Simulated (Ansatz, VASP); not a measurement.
# GaN: VASP beside Ansatz

POSCAR

```
GaN
1.0
    0.0000000000      2.3098381227      2.2535006075
    2.3098381227      0.0000000000      2.2535006075
    2.3098381227      2.3098381227      0.0000000000
Ga N
1 1
Direct
    0.0000000000      0.0000000000      0.0000000000
    0.7500000000      0.7500000000      0.7500000000
```

Contents of INCAR.step1:

```
SYSTEM = GaN
ALGO = Normal ; EDIFF = 1E-4
ENCUT = 520 ; GGA = PE
ISMEAR = 0 ; LASPH = .TRUE.
LCHARG = .FALSE. ; LREAL = .FALSE.
LWAVE = .TRUE. ; NBANDS = 16
NELM = 80 ; PREC = Accurate
SIGMA = 0.05
```

The input INCAR.step2:

```
SYSTEM = GaN
ALGO = Normal ; EDIFF = 1E-7
ENCUT = 520 ; ISIF = 2
ISMEAR = 0 ; ISTART = 1
LASPH = .TRUE. ; LCHARG = .TRUE.
LELF = .TRUE. ; LMIXTAU = .TRUE.
LREAL = .FALSE. ; LVHAR = .TRUE.
LWAVE = .FALSE. ; METAGGA = R2SCAN
NBANDS = 16 ; NELM = 80
PREC = Accurate ; SIGMA = 0.05
```

The input KPOINTS:

```
k-points
0
G
  10 10 10
  0 0 0
```

Input for Ansatz:

```yaml
crystal:
  lattice:
    - [0.0, 2.3098381227, 2.2535006075]
    - [2.3098381227, 0.0, 2.2535006075]
    - [2.3098381227, 2.3098381227, 0.0]
  atoms:
    - { symbol: Ga, position: [0.0, 0.0, 0.0] }
    - { symbol: "N", position: [0.75, 0.75, 0.75] }
basis:
  ecutwfc: 500
kpoints:
  mp_grid: { grid: [10, 10, 10] }
hamiltonian:
  xc: r2scan
scf:
  occupations: { method: gaussian, width: 0.05 }
output:
  forces: true
  stress: true
  eigenvalues: true
  write_density: true
  write_potential: true
  elf: true
  volumetric_format: npy
```

Change from the starting cell: strain +0.025 along x and y, +0.000 along z, atoms carried along.

Alike in both runs: task single point; functional r2SCAN; k mesh 10 × 10 × 10; occupations gaussian, width 0.05 eV; no spin polarisation.

```csv
,VASP,Ansatz
version,VASP 6.6.1,Ansatz 0.2.0
potentials or method,"VASP PAW PBE potentials, release 64 (Ga_d, N), cutoff 520 eV","scalar-relativistic, plane waves, PAW"
valence electrons in the cell,18,18
```

Ansatz gave:

* gap on the k mesh at the Fermi level (eV): 1.72
* least direct gap on the mesh (eV): 1.72
* pressure (GPa): -9.7
* traceless stress, the component that is largest in VASP (GPa): 2.11

**Question.** Which values does VASP return?

**Answer.** gap on the k mesh at the Fermi level (eV): 1.72; least direct gap on the mesh (eV): 1.72; pressure (GPa): -8.7; traceless stress, the component that is largest in VASP (GPa): 2.03.

VASP's potentials were made for PBE, not for r2SCAN.
